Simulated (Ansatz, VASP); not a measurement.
Two plane-wave programs on Ge2Sb2Te5

```
Ge Sb Te
1.0
     3.99165    0.00000    0.00000
    -1.99582    3.45687    0.00000
     0.00000    0.00000   16.25078
Ge Sb Te
2 2 5
Direct
  0.00000 0.00000 0.33811
  0.00000 0.00000 0.66189
  0.33333 0.66667 0.11669
  0.66667 0.33333 0.88331
  0.00000 0.00000 0.00000
  0.33333 0.66667 0.78106
  0.66667 0.33333 0.21894
  0.33333 0.66667 0.42068
  0.66667 0.33333 0.57932
```

Change from the starting cell: strain -0.050 along x and y, -0.050 along z, atoms carried along.

Alike in both runs: task single point; functional PBEsol; k mesh 12 × 12 × 4; occupations gaussian, width 0.15 eV; no spin polarisation.

|  | VASP | Ansatz |
| --- | --- | --- |
| version | VASP 6.6.1 | Ansatz 0.2.0 |
| potentials or method | VASP PAW PBE potentials, release 64 (Ge_d, Sb, Te), cutoff 520 eV | scalar-relativistic, plane waves, PAW |
| valence electrons in the cell | 68 | 138 |

|  | VASP | Ansatz | Ansatz less VASP |
| --- | --- | --- | --- |
| gap on the k mesh at the Fermi level (eV) | none | none | - |
| pressure (GPa) | 12.3 | 12.0 | -0.25 |
| rms of the force components (eV/Å) | 0.467 | 0.444 | -0.0237 |

VASP's potentials were made for PBE, not for PBEsol. Atom by atom the forces differ by 0.025 eV/Å (rms over components). A gap of «none» marks a metal or a gap that the smearing closes. The functional is the same, so the differences come from potentials, cutoffs and numerics. VASP's potentials hold 68 valence electrons a cell and Ansatz's 138, so a difference there can come from the potentials and not from the codes.

Spin-orbit coupling is off throughout.
